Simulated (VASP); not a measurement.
Set up this calculation in VASP 6.6.1, as the native input.

* Task: single point
* Functional: PBE
* Potentials or basis: VASP PAW PBE potentials, release 64 (Dy_3, Be, Se), 4f in core
* Cutoff: 600 eV
* k mesh: 6 × 6 × 2
* Occupations: gaussian, width 0.1 eV
* Spin: no spin polarisation
* Dipole correction: no
* Further INCAR settings: ALGO = Normal; EDIFF = 1e-06; NBANDS = 28

The structure of Dy3Be2Se lies in POSCAR:

```
Dy3Be2Se
1.0
    5.0418968442      0.0000000000      0.0000000000
   -2.5209484221      4.3664107504      0.0000000000
    0.0000000000      0.0000000000      5.6530421970
Dy Be Se
3 2 1
Direct
    0.3333333333      0.6666666667      1.0485772924
    0.6666666667      0.3333333333      1.0485772924
    0.0000000000      0.0000000000      0.5486611177
    0.3333333333      0.6666666667      0.5486043315
    0.6666666667      0.3333333333      0.5486043315
    0.0000000000      0.0000000000      0.0486481345
```

The cell was generated, and may not be a known phase.

The input as run:

INCAR

```
PREC     = Accurate       # precision mode
ENCUT    = 600            # plane-wave cutoff, eV
EDIFF    = 1E-6           # SCF threshold, eV
ISMEAR   = 0              # smearing method
SIGMA    = 0.1            # smearing width, eV
LREAL    = F              # projectors in reciprocal space
LASPH    = T              # aspherical terms in the spheres
NELM     = 200            # most SCF steps
ALGO     = Normal         # electronic algorithm
ISIF     = 2              # what is computed and relaxed
LWAVE    = F              # write WAVECAR
LCHARG   = F              # write CHGCAR
GGA      = PE             # functional
NBANDS   = 28             # bands
GGA_COMPAT= F            
LMAXMIX  = 6              # l up to which the mixer works
```

KPOINTS

```
regular mesh
0
Gamma
  6 6 2
```

Potentials or basis: VASP PAW PBE potentials, release 64 (Dy_3, Be, Se), 4f in core.

The run is started by

```console
$ cat potpaw_PBE.64/Dy_3/POTCAR potpaw_PBE.64/Be/POTCAR potpaw_PBE.64/Se/POTCAR > POTCAR
$ mpirun -np 1 vasp_std > vasp.out
```

Results of the run:

```yaml
Pressure: 0.4 GPa
Band_gap_on_the_k_mesh: zero (an odd number of electrons rules out a gap without spin polarisation)
```

Caveat: the k points lie up to 0.56 Å⁻¹ apart, too coarse for converged energies and pressures of a metal; spin-orbit coupling is left out, which moves the levels of the heavy elements; the 4f electrons are frozen in the core, so they carry no moment and show no levels; the run has no spin polarisation, though such a crystal can be magnetic.

Wall time 38 s on 1 thread of Intel(R) Xeon(R) 6975P-C (Granite Rapids), with other jobs on the host, peak memory 0.29 GiB.
